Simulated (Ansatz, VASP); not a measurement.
Two plane-wave programs on CdF2

```xyz
3
Lattice="0.1400 2.7658 2.7658 2.7658 0.1400 2.7658 2.7658 2.7658 0.1400" Properties=species:S:1:pos:R:3 pbc="T T T"
Cd    0.0000    0.0000    0.0000
F     1.4179    1.4179    1.4179
F     4.2537    4.2537    4.2537
```

Alike in both runs: task single point; functional PBE; k mesh 8 × 8 × 8; occupations gaussian, width 0.05 eV; no spin polarisation.

```csv
,VASP,Ansatz
version,VASP 6.6.1,Ansatz 0.2.0
potentials or method,"VASP PAW PBE potentials, release 64 (Cd, F), cutoff 520 eV","scalar-relativistic, plane waves, PAW"
valence electrons in the cell,26,34
```

Ansatz gave:

```
gap on the k mesh at the Fermi level (eV)                     : 3.14
least direct gap on the mesh (eV)                             : 3.51
pressure (GPa)                                                : 6.2
traceless stress, the component that is largest in VASP (GPa) : -1.18
rms of the force components (eV/Å)                            : 0.078
```

Question: Which values does VASP return?

Answer: gap on the k mesh at the Fermi level (eV): 3.10; least direct gap on the mesh (eV): 3.48; pressure (GPa): 7.0; traceless stress, the component that is largest in VASP (GPa): -1.35; rms of the force components (eV/Å): 0.093.

Atom by atom the forces differ by 0.015 eV/Å (rms over components). With one functional, cell and mesh, what is left measures potentials, basis and numerics. VASP's potentials hold 26 valence electrons a cell and Ansatz's 34, so a difference there can come from the potentials and not from the codes.
